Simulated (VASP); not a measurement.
# Ta (Pm-3m) in VASP: single point with PBE

Aim: the single point of Ta with PBE.

All numbers are computed with VASP 6.6.1; they aren't measurements. Logs are shortened: lines on timing, memory, paths and dates and some standing lists are left out, and cuts for length are marked.

### 1 The cell of the first run

Symmetry: Pm-3m, No. 221, cubic system. The conventional cell has a = 2.731 Å, b = 2.731 Å, c = 2.731 Å, α = 90.00°, β = 90.00°, γ = 90.00°. Ta (site symmetry m-3m) has 6 Ta at 2.73 Å within 3.6 Å.

### 2 Single point, PBE

INCAR

```
SYSTEM = Ta
PREC     = Accurate       ! precision mode
ENCUT    = 520            ! plane-wave cutoff, eV
EDIFF    = 1E-6           ! SCF threshold, eV
ISMEAR   = -1             ! smearing method
SIGMA    = 0.13605693000000002 ! smearing width, eV
LREAL    = .False.        ! projectors in reciprocal space
LASPH    = .True.         ! aspherical terms in the spheres
NELM     = 80             ! most SCF steps
ALGO     = Normal         ! electronic algorithm
ISIF     = 2              ! what is computed and relaxed
LWAVE    = .False.        ! write WAVECAR
LCHARG   = .True.         ! write CHGCAR
GGA      = PE             ! functional
LELF     = .True.         ! ELF
LVHAR    = .True.       
NBANDS   = 12             ! bands
```

KPOINTS

```
Automatic mesh
0
Gamma
  12 12 12
  0 0 0
```

POSCAR

```
Ta
1.0
    2.7313224684      0.0000000000      0.0000000000
    0.0000000000      2.7313224684      0.0000000000
    0.0000000000      0.0000000000      2.7313224684
Ta
1
Direct
    0.0000000000      0.0000000000      0.0000000000
```

Potentials or basis: VASP PAW PBE potentials, release 64 (Ta_pv).

Launch:

```console
> cat potpaw_PBE.64/Ta_pv/POTCAR > POTCAR
> mpirun -np 1 vasp_std > vasp.out
```

OUTCAR:

```text
SYSTEM = Ta
   PREC = Accurate
   ENCUT = 520
   EDIFF = 1E-6
   ISMEAR = -1
   LREAL = .False.
   LASPH = .True.
   NELM = 80
   ISIF = 2
   GGA = PE

 ion  position               nearest neighbor table
   1  0.000  0.000  0.000-

  LATTYP: Found a simple cubic cell.
 ALAT       =     2.7313224684

  Lattice vectors:

 A1 = (   2.7313224684,   0.0000000000,   0.0000000000)
 A2 = (   0.0000000000,   2.7313224684,   0.0000000000)
 A3 = (   0.0000000000,   0.0000000000,   2.7313224684)

Analysis of symmetry for initial positions (statically):
=====================================================================
 Subroutine PRICEL returns:
 Original cell was already a primitive cell.

 Routine SETGRP: Setting up the symmetry group for a
 simple cubic supercell.

 Subroutine GETGRP returns: Found 48 space group operations
 (whereof 48 operations were pure point group operations)
 out of a pool of 48 trial point group operations.

The static configuration has the point symmetry O_h .

Analysis of symmetry for dynamics (positions and initial velocities):
=====================================================================
 Subroutine PRICEL returns:
 Original cell was already a primitive cell.

 Routine SETGRP: Setting up the symmetry group for a
 simple cubic supercell.

 Subroutine GETGRP returns: Found 48 space group operations
 (whereof 48 operations were pure point group operations)
 out of a pool of 48 trial point group operations.

The dynamic configuration has the point symmetry O_h .

 Subroutine INISYM returns: Found 48 space group operations
 (whereof 48 operations are pure point group operations),
 and found     1 'primitive' translations

----------------------------------------------------------------------------------------

                                     Primitive cell

  volume of cell :      20.3760

  direct lattice vectors                    reciprocal lattice vectors
     2.731322468  0.000000000  0.000000000     0.366123009  0.000000000  0.000000000
     0.000000000  2.731322468  0.000000000     0.000000000  0.366123009  0.000000000
     0.000000000  0.000000000  2.731322468     0.000000000  0.000000000  0.366123009

  length of vectors
     2.731322468  2.731322468  2.731322468     0.366123009  0.366123009  0.366123009

  position of ions in fractional coordinates (direct lattice)
     0.000000000  0.000000000  0.000000000

  ion indices of the primitive-cell ions
   primitive index   ion index
                 1           1

----------------------------------------------------------------------------------------

 KPOINTS: Automatic mesh

Automatic generation of k-mesh.
 Grid dimensions read from file:
 generate k-points for:   12   12   12

 Generating k-lattice:

  Cartesian coordinates                     Fractional coordinates (reciprocal lattice)
     0.030510251  0.000000000  0.000000000     0.083333333  0.000000000  0.000000000
     0.000000000  0.030510251  0.000000000     0.000000000  0.083333333  0.000000000
     0.000000000  0.000000000  0.030510251     0.000000000  0.000000000  0.083333333

  Length of vectors
     0.030510251  0.030510251  0.030510251

  Shift w.r.t. Gamma in fractional coordinates (k-lattice)
     0.000000000  0.000000000  0.000000000

 Subroutine IBZKPT returns following result:
 ===========================================

 Found     84 irreducible k-points:

 Following reciprocal coordinates:
            Coordinates               Weight
  0.000000  0.000000  0.000000      1.000000
  0.083333  0.000000  0.000000      6.000000
  0.166667  0.000000  0.000000      6.000000
  0.250000  0.000000  0.000000      6.000000
  0.333333  0.000000  0.000000      6.000000
  0.416667  0.000000  0.000000      6.000000
[... 16 lines left out ...]
  0.333333  0.333333  0.000000     12.000000
  0.416667  0.333333  0.000000     24.000000
 [... further k-points ...]
   k-points           NKPTS =     84   k-points in BZ     NKDIM =     84   number of bands    NBANDS=     12
   number of dos      NEDOS =    301   number of ions     NIONS =      1
   total plane-waves  NPLWV =   8000
   dimension x,y,z NGX =    20 NGY =   20 NGZ =   20
   dimension x,y,z NGXF=    40 NGYF=   40 NGZF=   40
   ions per type =               1
   NGX,Y,Z   is equivalent  to a cutoff of  12.17, 12.17, 12.17 a.u.
   NGXF,Y,Z  is equivalent  to a cutoff of  24.35, 24.35, 24.35 a.u.
 SYSTEM =  Ta
   PREC   = accura    normal or accurate (medium, high low for compatibility)
   ISTART =      0    job   : 0-new  1-cont  2-samecut
   ICHARG =      2    charge: 1-file 2-atom 10-const
   ISPIN  =      1    spin polarized calculation?
   LNONCOLLINEAR =      F non collinear calculations
   LSORBIT =      F    spin-orbit coupling
   LASPH  =      T    aspherical Exc in radial PAW
   ENCUT  =  520.0 eV  38.22 Ry    6.18 a.u.   5.08  5.08  5.08*2*pi/ulx,y,z
   NELM   =     80;   NELMIN=  2; NELMDL= -5     # of ELM steps
   EDIFF  = 0.1E-05   stopping-criterion for ELM
   LREAL  =      F    real-space projection
   EDIFFG = 0.1E-04   stopping-criterion for IOM
   NSW    =      0    number of steps for IOM
   IBRION =     -1    ionic relax: 0-MD 1-quasi-New 2-CG
   NFREE  =      0    steps in history (QN), initial steepest desc. (CG)
   ISIF   =      2    stress and relaxation
   ISYM   =      2    0-nonsym 1-usesym 2-fastsym
   POTIM  = 0.5000    time-step for ionic-motion
   TEBEG  =    0.0;   TEEND  =   0.0 temperature during run
   PSTRESS=    0.0 pullay stress
   NELECT =      11.0000    total number of electrons
   NUPDOWN=      -1.0000    fix difference up-down
   EMIN   =  10.00;   EMAX   =-10.00  energy-range for DOS
   EFERMI =   0.00;   METHOD = LEGACY
   ISMEAR =    -1;   SIGMA  =   0.14  broadening in eV -4-tet -1-fermi 0-gaus
   EFERMI_NEDOS =   21; number of points for ismear=-14 and -15
   IALGO  =     38    algorithm
   IMIX   =      4    mixing-type and parameters
     AMIX     =   0.40;   BMIX     =  1.00
     AMIX_MAG =   1.60;   BMIX_MAG =  1.00
  volume/ion in A,a.u.               =      20.38       137.50
  Fermi-wavevector in a.u.,A,eV,Ry     =   1.333008  2.519020 24.176332  1.776910
  Thomas-Fermi vector in A             =   2.461899
   LORBIT       =      0    0 simple, 1 ext, 2 COOP (PROOUT), +10 PAW based schemes
   GGA     = PE    functional components
[... 5 lines left out ...]
 non-spin polarized calculation
  energy-cutoff  :      520.00
  volume of cell :       20.38
 maximum number of plane-waves:       560
   NGX = 11   NGY = 11   NGZ = 11

 number of electron      11.0000007 magnetization

 Free energy of the ion-electron system (eV)
  ---------------------------------------------------
  ext. energy  EPLUGINS =         0.00000000
  ---------------------------------------------------
  free energy    TOTEN  =       -10.74002079 eV

  energy without entropy =      -10.68963055  energy(sigma->0) =      -10.71482567

 E-fermi :   4.5675     XC(G=0): -11.8789

 val. band max:        4.5514820587   @ k =   0.3333   0.2500   0.2500
 cond. band min:       4.5788548348   @ k =   0.4167   0.0000   0.0000
 fundamental gap:      0.0273727760
 Fermi energy:         4.5674667955

 k-point     1 :       0.0000    0.0000    0.0000
  band No.  band energies     occupation
      1     -28.8233      2.00000
      2     -28.8233      2.00000
      3     -28.8233      2.00000
      4      -2.7452      2.00000
      5       1.9253      2.00000
      6       1.9253      2.00000
      7      10.7688      0.00000
      8      10.7688      0.00000
      9      10.7688      0.00000
     10      18.9601      0.00000
     11      19.1576      0.00000
     12      19.1576      0.00000

 k-point     2 :       0.0833    0.0000    0.0000
  band No.  band energies     occupation
      1     -28.9117      2.00000
      2     -28.8159      2.00000
      3     -28.8159      2.00000
      4      -2.5338      2.00000
      5       1.9830      2.00000
      6       2.1422      2.00000
      7      10.3829      0.00000
      8      10.3830      0.00000
      9      10.7949      0.00000
     10      18.0612      0.00000
     11      18.9663      0.00000
     12      19.6473      0.00000

 k-point     3 :       0.1667    0.0000    0.0000
  band No.  band energies     occupation
      1     -29.1479      2.00000
      2     -28.7958      2.00000
      3     -28.7958      2.00000
      4      -1.9585      2.00000
      5       2.1454      2.00000
      6       2.7600      2.00000
      7       9.4938      0.00000
      8       9.4939      0.00000
      9      10.8672      0.00000
     10      16.1907      0.00000
     11      18.9656      0.00000
     12      20.8284      0.00000
[... 286 lines left out ...]
 k-point    23 :       0.3333    0.3333    0.0000
  band No.  band energies     occupation
      1     -29.6538      2.00000
      2     -29.6271      2.00000
      3     -28.6605      2.00000
      4       1.3233      2.00000
      5       2.6636      2.00000
      6       6.7906      0.00000
      7       7.0981      0.00000
      8       8.1039      0.00000
      9       8.4053      0.00000
     10      15.1650      0.00000
     11      17.6997      0.00000
     12      18.9792      0.00000

 k-point    24 :       0.4167    0.3333    0.0000
  band No.  band energies     occupation
      1     -29.8450      2.00000
      2     -29.6115      2.00000
      3     -28.6407      2.00000
      4       1.3210      2.00000
      5       2.6452      2.00000
      6       7.0081      0.00000
      7       7.7321      0.00000
      8       8.4097      0.00000
      9       8.4933      0.00000
     10      14.4934      0.00000
     11      18.3875      0.00000
     12      19.0004      0.00000

 [... further k-points ...]
[... 5 lines left out ...]
  --------------------------------------------------------------------------------------
  -------------------------------------------------------------------------------------
  Total        0.2532928      0.2532928      0.2532928     -0.0000000     -0.0000000      0.0000000
  in kB       19.9165680     19.9165680     19.9165680     -0.0000000     -0.0000000      0.0000000
  external PRESSURE =      19.9165680 kB  Pullay stress =       0.0000000 kB

 VOLUME and BASIS-vectors are now :
 -----------------------------------------------------------------------------
  energy-cutoff  :      520.00
  volume of cell :       20.38
      direct lattice vectors                 reciprocal lattice vectors
     2.731322468  0.000000000  0.000000000     0.366123009  0.000000000  0.000000000
     0.000000000  2.731322468  0.000000000     0.000000000  0.366123009  0.000000000
     0.000000000  0.000000000  2.731322468     0.000000000  0.000000000  0.366123009

 POSITION                                       TOTAL-FORCE (eV/Angst)
 -----------------------------------------------------------------------------------
      0.00000      0.00000      0.00000         0.000000      0.000000      0.000000
 -----------------------------------------------------------------------------------
    total drift:                               -0.000000      0.000000      0.000000

  FREE ENERGIE OF THE ION-ELECTRON SYSTEM (eV)
  ---------------------------------------------------
  free  energy   TOTEN  =       -10.7400207881 eV

  energy  without entropy=      -10.6896305532  energy(sigma->0) =      -10.71482567
```

It took 8.4 s on 1 thread of Intel Xeon Platinum 8488C (Sapphire Rapids), shared host; peak memory 0.14 GiB.

What came out:

```yaml
Free_energy: -10.7400 eV
Pressure: 2.0 GPa
```

Levels at points of the mesh, in eV from the Fermi level:
```
           k point  band 4  band 5  band 6  band 7  band 8  band 9
(0.00, 0.00, 0.00)   -7.31   -2.64   -2.64    6.20    6.20    6.20
(0.50, 0.00, 0.00)   -3.80   -1.67   -0.02    2.42    2.42    6.61
(0.50, 0.50, 0.00)   -4.01   -1.42    3.21    3.21    5.15    5.15
(0.50, 0.50, 0.50)   -2.35   -2.35   -2.35    7.58    9.04    9.04
```

Caveat: spin-orbit coupling is left out, which moves the levels of the heavy elements.
